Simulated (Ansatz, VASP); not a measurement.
# BAs in VASP and in Ansatz

```xyz
2
Lattice="0.0000 2.4096 2.4096 2.4096 0.0000 2.4096 2.4096 2.4096 0.0000" Properties=species:S:1:pos:R:3 pbc="T T T"
B     1.2048    1.2048    1.2048
As    0.0000    0.0000    0.0000
```

Alike in both runs: task relaxation of cell and atoms; functional PBE; k mesh 10 × 10 × 10; occupations gaussian, width 0.02 eV; no spin polarisation.

|  | VASP | Ansatz |
| --- | --- | --- |
| version | VASP 6.6.1 | Ansatz 0.2.0 |
| potentials or method | VASP PAW PBE potentials, release 64 (B, As), cutoff 500 eV | scalar-relativistic, plane waves, PAW |
| valence electrons in the cell | 8 | 18 |

Ansatz gave:

| Quantity | Value |
| --- | --- |
| gap on the k mesh at the Fermi level, each at its own relaxed structure (eV) | 1.20 |
| relaxed volume (Å³/atom) | 13.90 |
| relaxed cell length with the largest relative difference (Å) | 3.401 |

Estimate VASP's values.

gap on the k mesh at the Fermi level, each at its own relaxed structure (eV): 1.20; relaxed volume (Å³/atom): 13.97; relaxed cell length with the largest relative difference (Å): 3.406.

VASP's potentials hold 8 valence electrons a cell and Ansatz's 18, so a difference there can come from the potentials and not from the codes.
